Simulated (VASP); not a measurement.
# FeNi (Cmmm) in VASP: further runs

FeNi is run at these levels: PBEsol+D4; tasks: single point.

Everything below comes from runs of VASP 6.6.1. Logs are shortened: lines on timing, memory, paths and dates and some standing lists are left out, and cuts for length are marked.

## Step 1: The cell of the first run

It takes space group Cmmm (No. 65, orthorhombic). The conventional cell has a = 2.874 Å, b = 3.963 Å, c = 3.949 Å, α = 90.00°, β = 90.00°, γ = 90.00°. Fe (site symmetry mmm) has 8 Ni at 2.44 to 2.80 Å and 6 Fe at 2.45 to 2.87 Å within 3.2 Å. Ni (site symmetry mmm) has 8 Fe at 2.44 to 2.80 Å and 6 Ni at 2.45 to 2.87 Å within 3.2 Å.

## Step 2: Single point, PBEsol+D4

Input file INCAR:

```
SYSTEM = FeNi
PREC = Accurate
ENCUT = 520
EDIFF = 1E-6
ISMEAR = -1
SIGMA = 0.3
LREAL = .FALSE.
LASPH = .TRUE.
NELM = 100
ALGO = Normal
ISIF = 2
LWAVE = .FALSE.
LCHARG = .FALSE.
GGA = PS
IVDW = 13
NBANDS = 16
```

Input file KPOINTS:

```
Automatic mesh
0
G
  8 8 5
  0 0 0
```

Input file POSCAR:

```
FeNi
1.0
    1.4370160000     -1.9813120000      0.0000000000
    1.4370160000      1.9813120000      0.0000000000
    0.0000000000      0.0000000000      3.9492880000
Fe Ni
1 1
Direct
    0.0000000000      0.0000000000      0.0000000000
    0.5000000000      0.5000000000      0.5000000000
```

Potentials or basis: VASP PAW PBE potentials, release 64 (Fe, Ni).

The run is started by

```
cat potpaw_PBE.64/Fe/POTCAR potpaw_PBE.64/Ni/POTCAR > POTCAR
mpirun -np 1 vasp_std > vasp.out
```

OUTCAR:

```text
SYSTEM = FeNi
   PREC = Accurate
   ENCUT = 520
   EDIFF = 1E-6
   ISMEAR = -1
   LREAL = .FALSE.
   LASPH = .TRUE.
   NELM = 100
   ISIF = 2
   GGA = PS
   IVDW = 13

 ion  position               nearest neighbor table
   1  0.000  0.000  0.000-   2 2.44   2 2.44   2 2.44   2 2.44   2 2.80   2 2.80   2 2.80   2 2.80

   2  0.500  0.500  0.500-   1 2.44   1 2.44   1 2.44   1 2.44   1 2.80   1 2.80   1 2.80   1 2.80

  LATTYP: Found a base centered orthorhombic cell.
 ALAT       =     2.8740320000
 B/A-ratio  =     1.3787682253
 C/A-ratio  =     1.3741280542

  Lattice vectors:

 A1 = (   1.4370160000,  -1.9813120000,   0.0000000000)
 A2 = (   1.4370160000,   1.9813120000,   0.0000000000)
 A3 = (   0.0000000000,   0.0000000000,   3.9492880000)

Analysis of symmetry for initial positions (statically):
=====================================================================
 Subroutine PRICEL returns:
 Original cell was already a primitive cell.

 Routine SETGRP: Setting up the symmetry group for a
 base centered orthorhombic supercell.

 Subroutine GETGRP returns: Found  8 space group operations
 (whereof  8 operations were pure point group operations)
 out of a pool of  8 trial point group operations.

The static configuration has the point symmetry D_2h.

Analysis of symmetry for dynamics (positions and initial velocities):
=====================================================================
 Subroutine PRICEL returns:
 Original cell was already a primitive cell.

 Routine SETGRP: Setting up the symmetry group for a
 base centered orthorhombic supercell.

 Subroutine GETGRP returns: Found  8 space group operations
 (whereof  8 operations were pure point group operations)
 out of a pool of  8 trial point group operations.

The dynamic configuration has the point symmetry D_2h.

 Subroutine INISYM returns: Found  8 space group operations
 (whereof  8 operations are pure point group operations),
 and found     1 'primitive' translations

----------------------------------------------------------------------------------------

                                     Primitive cell

  volume of cell :      22.4886

  direct lattice vectors                    reciprocal lattice vectors
     1.437016000 -1.981312000  0.000000000     0.347943238 -0.252358033  0.000000000
     1.437016000  1.981312000  0.000000000     0.347943238  0.252358033  0.000000000
     0.000000000  0.000000000  3.949288000     0.000000000  0.000000000  0.253210199

[... 82 lines left out ...]
   NELM   =    100;   NELMIN=  2; NELMDL= -5     # of ELM steps
   EDIFF  = 0.1E-05   stopping-criterion for ELM
   LREAL  =      F    real-space projection
   EDIFFG = 0.1E-04   stopping-criterion for IOM
   NSW    =      0    number of steps for IOM
   IBRION =     -1    ionic relax: 0-MD 1-quasi-New 2-CG
   NFREE  =      0    steps in history (QN), initial steepest desc. (CG)
   ISIF   =      2    stress and relaxation
   ISYM   =      2    0-nonsym 1-usesym 2-fastsym
   POTIM  = 0.5000    time-step for ionic-motion
   TEBEG  =    0.0;   TEEND  =   0.0 temperature during run
   PSTRESS=    0.0 pullay stress
   NELECT =      18.0000    total number of electrons
   NUPDOWN=      -1.0000    fix difference up-down
   EMIN   =  10.00;   EMAX   =-10.00  energy-range for DOS
   EFERMI =   0.00;   METHOD = LEGACY
   ISMEAR =    -1;   SIGMA  =   0.30  broadening in eV -4-tet -1-fermi 0-gaus
   EFERMI_NEDOS =   21; number of points for ismear=-14 and -15
   IALGO  =     38    algorithm
   IMIX   =      4    mixing-type and parameters
     AMIX     =   0.40;   BMIX     =  1.00
     AMIX_MAG =   1.60;   BMIX_MAG =  1.00
  volume/ion in A,a.u.               =      11.24        75.88
  Fermi-wavevector in a.u.,A,eV,Ry     =   1.520003  2.872390 31.435043  2.310410
  Thomas-Fermi vector in A             =   2.628913
   LORBIT       =      0    0 simple, 1 ext, 2 COOP (PROOUT), +10 PAW based schemes
   GGA     = PS    functional components
   LHFCALC =     F    Hartree Fock is set to
   AEXX    =    0.0000 exact exchange contribution
   IVDW    =    13    specifies the selected vdW correction
   LEPSILON=     F    determine dielectric tensor
   LRPA    =     F    only Hartree local field effects (RPA)
 non-spin polarized calculation
  energy-cutoff  :      520.00
  volume of cell :       22.49
 maximum number of plane-waves:       624
   NGX =  9   NGY =  9   NGZ = 15

 number of electron      18.0000005 magnetization

 Free energy of the ion-electron system (eV)
  ---------------------------------------------------
  ext. energy  EPLUGINS =         0.00000000
  ---------------------------------------------------
  free energy    TOTEN  =       -15.01946500 eV

  energy without entropy =      -13.76155970  energy(sigma->0) =      -14.39051235

 E-fermi :   7.3192     XC(G=0): -13.3121

 val. band max:        7.3171399166   @ k =   0.5000   0.5000   0.2000
 cond. band min:       7.3219987275   @ k =   0.1250   0.1250   0.4000
 fundamental gap:      0.0048588109
 Fermi energy:         7.3191996809

 k-point     1 :       0.0000    0.0000    0.0000
  band No.  band energies     occupation
      1      -1.4146      2.00000
      2       2.8327      2.00000
      3       4.2767      1.99992
      4       5.2990      1.99762
      5       5.4941      1.99545
      6       5.5086      1.99523
[... 433 lines left out ...]
      3       4.3981      1.99988
      4       4.8514      1.99947
      5       4.9957      1.99913
      6       5.4067      1.99660
[... 8 lines left out ...]
     15      23.4491      0.00000
     16      26.3844      0.00000

 [... further k-points ...]

------------------------ aborting loop because EDIFF is reached ----------------------------------------

  DFT-D4 for vdW energy calculation

  Edisp (eV):   -0.45778

  FORCE on cell =-STRESS in cart. coord.  units (eV):
  Direction    XX          YY          ZZ          XY          YZ          ZX
  --------------------------------------------------------------------------------------
  -------------------------------------------------------------------------------------
  Total      -2.26605    -3.01168    -2.04655     0.00000     0.00000     0.00000
  in kB    -161.44215  -214.56352  -145.80381     0.00000     0.00000     0.00000
  external pressure =     -173.94 kB  Pullay stress =        0.00 kB

 VOLUME and BASIS-vectors are now :
 -----------------------------------------------------------------------------
  energy-cutoff  :      520.00
  volume of cell :       22.49
      direct lattice vectors                 reciprocal lattice vectors
     1.437016000 -1.981312000  0.000000000     0.347943238 -0.252358033  0.000000000
     1.437016000  1.981312000  0.000000000     0.347943238  0.252358033  0.000000000
     0.000000000  0.000000000  3.949288000     0.000000000  0.000000000  0.253210199

 POSITION                                       TOTAL-FORCE (eV/Angst)
 -----------------------------------------------------------------------------------
      0.00000      0.00000      0.00000        -0.000000     -0.000000      0.000000
      1.43702      0.00000      1.97464         0.000000      0.000000      0.000000
 -----------------------------------------------------------------------------------
    total drift:                               -0.000000     -0.000000     -0.000000

  FREE ENERGIE OF THE ION-ELECTRON SYSTEM (eV)
  ---------------------------------------------------
  free  energy   TOTEN  =       -15.4772472807 eV

  energy  without entropy=      -14.2193419743  energy(sigma->0) =      -14.84829463
```

OSZICAR:

```text
N       E                     dE             d eps       ncg     rms          rms(c)
DAV:   1     0.772963565543E+02    0.77296E+02   -0.86255E+03  2088   0.154E+03
DAV:   2    -0.156628515796E+02   -0.92959E+02   -0.85786E+02  2024   0.244E+02
DAV:   3    -0.178457351822E+02   -0.21829E+01   -0.21332E+01  2416   0.521E+01
DAV:   4    -0.178666099238E+02   -0.20875E-01   -0.20870E-01  2640   0.417E+00
DAV:   5    -0.178669509730E+02   -0.34105E-03   -0.34102E-03  2512   0.493E-01    0.155E+01
DAV:   6    -0.155545378647E+02    0.23124E+01   -0.13630E+01  2104   0.771E+01    0.722E+00
DAV:   7    -0.161737478277E+02   -0.61921E+00   -0.43804E+00  2544   0.502E+01    0.175E+01
DAV:   8    -0.150632482203E+02    0.11105E+01   -0.33656E+00  2624   0.365E+01    0.189E+00
DAV:   9    -0.150251822549E+02    0.38066E-01   -0.62445E-02  2368   0.347E+00    0.566E-01
DAV:  10    -0.150199622454E+02    0.52200E-02   -0.25126E-03  2752   0.613E-01    0.152E-01
DAV:  11    -0.150194764769E+02    0.48577E-03   -0.23680E-04  2760   0.251E-01    0.405E-02
DAV:  12    -0.150194649312E+02    0.11546E-04   -0.29096E-05  2688   0.831E-02    0.221E-02
DAV:  13    -0.150194650024E+02   -0.71204E-07   -0.25994E-06  1800   0.355E-02
   1 F= -.15477247E+02 E0= -.14848295E+02  d E =-.125791E+01
```

Run time: 13 s. Hardware: 1 thread of Intel Xeon 6975P-C (Granite Rapids), shared host; peak memory 0.14 GiB.

What came out:

```
Free energy                : -15.4772 eV
Pressure                   : -17.4 GPa
Band gap on the k mesh     : zero (bands 9 and 10 overlap by 0.86 eV)
Dispersion energy per atom : -0.229 eV
```

Caveat: the stress differs along the axes, from -21 to -15 GPa; so wide a smearing shifts energies and pressures; the PAW data sets were made with another functional, which shifts forces and pressure a little; the run has no spin polarisation, though such a crystal can be magnetic. Spin polarisation is off, so any magnetic state and its effect on volume and gap are missing.

## Step 3: Single point, PBEsol+D4, collinear spin, ferromagnetic start

Input file INCAR:

```
SYSTEM = FeNi
PREC = Accurate
ENCUT = 520
EDIFF = 1E-7
ISMEAR = -1
SIGMA = 0.3
LREAL = .FALSE.
LASPH = .TRUE.
NELM = 150
ALGO = Normal
ISIF = 2
LWAVE = .FALSE.
LCHARG = .FALSE.
ISPIN = 2
MAGMOM = 4.2 1.8
LORBIT = 11
LMAXMIX = 4
GGA = PS
IVDW = 13
NBANDS = 20
```

Input file KPOINTS:

```
regular mesh
0
G
  8 8 5
  0 0 0
```

POSCAR is that of step 2.

Potentials or basis: VASP PAW PBE potentials, release 64 (Fe, Ni).

The run is started by

```
cat potpaw_PBE.64/Fe/POTCAR potpaw_PBE.64/Ni/POTCAR > POTCAR
mpirun -np 1 vasp_std > vasp.out
```

OUTCAR:

```text
SYSTEM = FeNi
   PREC = Accurate
   ENCUT = 520
   EDIFF = 1E-7
   ISMEAR = -1
   LREAL = .FALSE.
   LASPH = .TRUE.
   NELM = 150
   ISIF = 2
   ISPIN = 2
   LORBIT = 11
   GGA = PS
   IVDW = 13

 ion  position               nearest neighbor table
   1  0.000  0.000  0.000-   2 2.44   2 2.44   2 2.44   2 2.44   2 2.80   2 2.80   2 2.80   2 2.80

   2  0.500  0.500  0.500-   1 2.44   1 2.44   1 2.44   1 2.44   1 2.80   1 2.80   1 2.80   1 2.80

  LATTYP: Found a base centered orthorhombic cell.
 ALAT       =     2.8740320000
 B/A-ratio  =     1.3787682253
 C/A-ratio  =     1.3741280542

  Lattice vectors:

 A1 = (   1.4370160000,  -1.9813120000,   0.0000000000)
 A2 = (   1.4370160000,   1.9813120000,   0.0000000000)
 A3 = (   0.0000000000,   0.0000000000,   3.9492880000)

Analysis of symmetry for initial positions (statically):
=====================================================================
 Subroutine PRICEL returns:
 Original cell was already a primitive cell.

 Routine SETGRP: Setting up the symmetry group for a
 base centered orthorhombic supercell.

 Subroutine GETGRP returns: Found  8 space group operations
 (whereof  8 operations were pure point group operations)
 out of a pool of  8 trial point group operations.

The static configuration has the point symmetry D_2h.

Analysis of symmetry for dynamics (positions and initial velocities):
=====================================================================
 Subroutine PRICEL returns:
 Original cell was already a primitive cell.

 Routine SETGRP: Setting up the symmetry group for a
 base centered orthorhombic supercell.

 Subroutine GETGRP returns: Found  8 space group operations
 (whereof  8 operations were pure point group operations)
 out of a pool of  8 trial point group operations.

The dynamic configuration has the point symmetry D_2h.

Analysis of structural, dynamic, and magnetic symmetry:
=====================================================================
 Subroutine PRICEL returns:
 Original cell was already a primitive cell.

 Routine SETGRP: Setting up the symmetry group for a
 base centered orthorhombic supercell.

[... 147 lines left out ...]
  free energy    TOTEN  =       -15.31381889 eV

  energy without entropy =      -14.56139851  energy(sigma->0) =      -14.93760870

 E-fermi :   7.4924     XC(G=0): -13.2875

 val. band max:        7.4720052318   @ k =  -0.3750   0.2500   0.4000
 cond. band min:       7.4934324667   @ k =   0.5000   0.1250   0.0000
 fundamental gap:      0.0214272349
 Fermi energy:         7.4924397157

 spin component 1

 k-point     1 :       0.0000    0.0000    0.0000
  band No.  band energies     occupation
      1      -1.4780      1.00000
      2       2.4035      1.00000
      3       3.8343      0.99999
      4       4.8102      0.99987
      5       4.9126      0.99982
      6       4.9688      0.99978
[... 541 lines left out ...]
     19      32.1367      0.00000
     20      33.7535      0.00000

 [... further k-points ...]

 spin component 2

 k-point     1 :       0.0000    0.0000    0.0000
  band No.  band energies     occupation
      1      -1.3187      1.00000
      2       3.2850      1.00000
      3       4.7775      0.99988
      4       5.8611      0.99567
      5       6.1626      0.98826
      6       6.4337      0.97150
[... 541 lines left out ...]
     19      32.4658      0.00000
     20      33.9467      0.00000

 [... further k-points ...]

------------------------ aborting loop because EDIFF is reached ----------------------------------------

  DFT-D4 for vdW energy calculation

  Edisp (eV):   -0.45778

  FORCE on cell =-STRESS in cart. coord.  units (eV):
  Direction    XX          YY          ZZ          XY          YZ          ZX
  --------------------------------------------------------------------------------------
  -------------------------------------------------------------------------------------
  Total      -0.97759    -1.50481    -1.30332     0.00000     0.00000     0.00000
  in kB     -69.64717  -107.20864   -92.85349     0.00000     0.00000     0.00000
  external pressure =      -89.90 kB  Pullay stress =        0.00 kB

 VOLUME and BASIS-vectors are now :
 -----------------------------------------------------------------------------
  energy-cutoff  :      520.00
  volume of cell :       22.49
      direct lattice vectors                 reciprocal lattice vectors
     1.437016000 -1.981312000  0.000000000     0.347943238 -0.252358033  0.000000000
     1.437016000  1.981312000  0.000000000     0.347943238  0.252358033  0.000000000
     0.000000000  0.000000000  3.949288000     0.000000000  0.000000000  0.253210199

 POSITION                                       TOTAL-FORCE (eV/Angst)
 -----------------------------------------------------------------------------------
      0.00000      0.00000      0.00000         0.000000      0.000000      0.000000
      1.43702      0.00000      1.97464        -0.000000     -0.000000      0.000000
 -----------------------------------------------------------------------------------
    total drift:                               -0.000000     -0.000000     -0.000000

  FREE ENERGIE OF THE ION-ELECTRON SYSTEM (eV)
  ---------------------------------------------------
  free  energy   TOTEN  =       -15.7716011636 eV

  energy  without entropy=      -15.0191807856  energy(sigma->0) =      -15.39539097

 total charge

# of ion       s       p       d       tot
------------------------------------------
    1        0.480   0.512   6.214   7.206
    2        0.509   0.526   8.303   9.338
--------------------------------------------------
tot          0.989   1.038  14.517  16.544

 magnetization (x)

# of ion       s       p       d       tot
------------------------------------------
    1        0.000  -0.013   2.400   2.388
    2       -0.016  -0.043   0.591   0.532
--------------------------------------------------
tot         -0.015  -0.056   2.991   2.920
```

Wall time 38 s (1 thread of Intel Xeon 6975P-C (Granite Rapids), shared host); peak memory 0.17 GiB.

Results:

* Free energy: -15.7716 eV
* Pressure: -9.0 GPa
* Net moment: 2.93 μB per cell
* Site moments: Fe +2.39; Ni +0.53 μB
* Valence electrons inside the program's atomic spheres: Fe 7.21; Ni 9.34
* Dispersion energy per atom: -0.229 eV

Caveat: the cell stands under tension; so wide a smearing shifts energies and pressures; the PAW data sets were made with another functional, which shifts forces and pressure a little.

## Step 4: Single point, PBEsol+D4, collinear spin, ferrimagnetic start

Edit INCAR of step 3 so:

```diff
@@ -14,3 +14,3 @@
 ISPIN = 2
-MAGMOM = 4.2 1.8
+MAGMOM = 4.2 -1.8
 LORBIT = 11
```

Input file KPOINTS:

```
Automatic mesh
0
G
  8 8 5
  0 0 0
```

POSCAR is that of step 3.

The run is started by

```
cat potpaw_PBE.64/Fe/POTCAR potpaw_PBE.64/Ni/POTCAR > POTCAR
mpirun -np 1 vasp_std > vasp.out
```

It took 38 s on 1 thread of Intel Xeon 6975P-C (Granite Rapids), shared host; peak memory 0.17 GiB.

Results (log left out):

```
Free energy                                           : -15.7716 eV
Pressure                                              : -9.0 GPa
Net moment                                            : 2.93 μB per cell
Site moments                                          : Fe +2.39; Ni +0.53 μB
Valence electrons inside the program's atomic spheres : Fe 7.21; Ni 9.34
Dispersion energy per atom                            : -0.229 eV
```

Stress tensor (GPa, compression positive):
```
 -6.97   0.00   0.00
  0.00 -10.73   0.00
  0.00   0.00  -9.29
```

Levels at points of the mesh, in eV from the Fermi level:
Spin up:
```tsv
k point	band 8	band 9	band 10	band 11	band 12	band 13	band 14	band 15
(0.00, 0.00, 0.00)	-1.25	-1.19	-1.15	-0.18	0.19	6.72	17.81	18.93
(0.50, 0.00, 0.00)	-1.42	-1.14	-1.02	1.33	1.91	10.37	10.50	10.88
(0.50, 0.50, 0.00)	-0.45	-0.42	0.08	0.16	6.63	8.70	9.69	9.80
```
Spin down:
```tsv
k point	band 5	band 6	band 7	band 8	band 9	band 10	band 11	band 12
(0.00, 0.00, 0.00)	-1.33	-1.06	-0.66	-0.36	0.34	1.37	1.54	1.69
(0.50, 0.00, 0.00)	-1.90	-1.48	-0.86	-0.53	1.18	1.60	1.89	3.65
(0.50, 0.50, 0.00)	0.11	0.18	0.28	0.68	1.29	1.36	2.35	7.59
```

Caveat: the cell stands under tension; so wide a smearing shifts energies and pressures; the PAW data sets were made with another functional, which shifts forces and pressure a little.

## Step 5: Overview

```csv
spin,gap on the mesh (eV),pressure (GPa),moment (μB)
off,none,-17.4,-
"collinear, ferromagnetic start",none,-9.0,2.93
"collinear, ferrimagnetic start",none,-9.0,2.93
```

Alike in all rows: task single point; level PBEsol+D4; potentials or basis VASP PAW PBE potentials, release 64 (Fe, Ni); cell as given; k mesh 8 × 8 × 5; cutoff (eV) 520; smearing fermi-dirac 0.3 eV.

Caveats: so wide a smearing shifts energies and pressures; the PAW data sets were made with another functional, which shifts forces and pressure a little; the cell stands under tension (at least some runs); the stress differs along the axes, from -21 to -15 GPa (at least some runs).

Total energies depend on the potentials used, so only differences within one code and one set of settings carry meaning.

The gap in the log of VASP goes by the Fermi energy; the results here count the filled bands.